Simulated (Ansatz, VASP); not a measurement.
**BN: VASP beside Ansatz**

INCAR

```
SYSTEM = BN
  PREC = Accurate
  ENCUT = 600
  EDIFF = 1E-6
  ISMEAR = 0
  SIGMA = 0.01
  LREAL = .FALSE.
  LASPH = .TRUE.
  NELM = 120
  ALGO = Normal
  ISIF = 2
  LWAVE = .FALSE.
  LCHARG = .FALSE.
  GGA = RP
  NBANDS = 16
  GGA_COMPAT = .FALSE.
```

File KPOINTS:

```
Automatic mesh
0
G
  12 12 4
  0 0 0
```

The input POSCAR:

```
BN
1.0
    2.4982400000      0.0000000000      0.0000000000
   -1.2491200000      2.1635390000      0.0000000000
    0.0000000000      0.0000000000      6.6357000000
B N
2 2
Direct
    0.3333333333      0.6666666667      0.2500000000
    0.6666666667      0.3333333333      0.7500000000
    0.3333333333      0.6666666667      0.7500000000
    0.6666666667      0.3333333333      0.2500000000
```

Input for Ansatz:

```yaml
crystal:
  lattice:
    - [2.49824, 0.0, 0.0]
    - [-1.24912, 2.163539, 0.0]
    - [0.0, 0.0, 6.6357]
  atoms:
    - { symbol: B, position: [0.3333333333333333, 0.6666666666666666, 0.25] }
    - { symbol: B, position: [0.6666666666666666, 0.3333333333333333, 0.75] }
    - { symbol: "N", position: [0.3333333333333333, 0.6666666666666666, 0.75] }
    - { symbol: "N", position: [0.6666666666666666, 0.3333333333333333, 0.25] }
kpoints:
  mp_grid:
    grid: [12, 12, 4]
hamiltonian:
  xc: rpbe
scf:
  occupations:
    method: fixed
output:
  eigenvalues: true
```

Alike in both runs: task single point; functional RPBE; k mesh 12 × 12 × 4; no spin polarisation.

|  | VASP | Ansatz |
| --- | --- | --- |
| version | VASP 6.6.1 | Ansatz 0.2.0 |
| potentials or method | VASP PAW PBE potentials, release 64 (B, N) | plane waves, PAW |
| plane-wave cutoff (eV) | 600 | 420 |
| occupations | gaussian, width 0.01 eV | fixed |
| valence electrons in the cell | 16 | 16 |

|  | VASP | Ansatz | Ansatz less VASP |
| --- | --- | --- | --- |
| gap on the k mesh at the Fermi level (eV) | 4.40 | 4.41 | +0.011 |

VASP's potentials were made for PBE, not for RPBE.
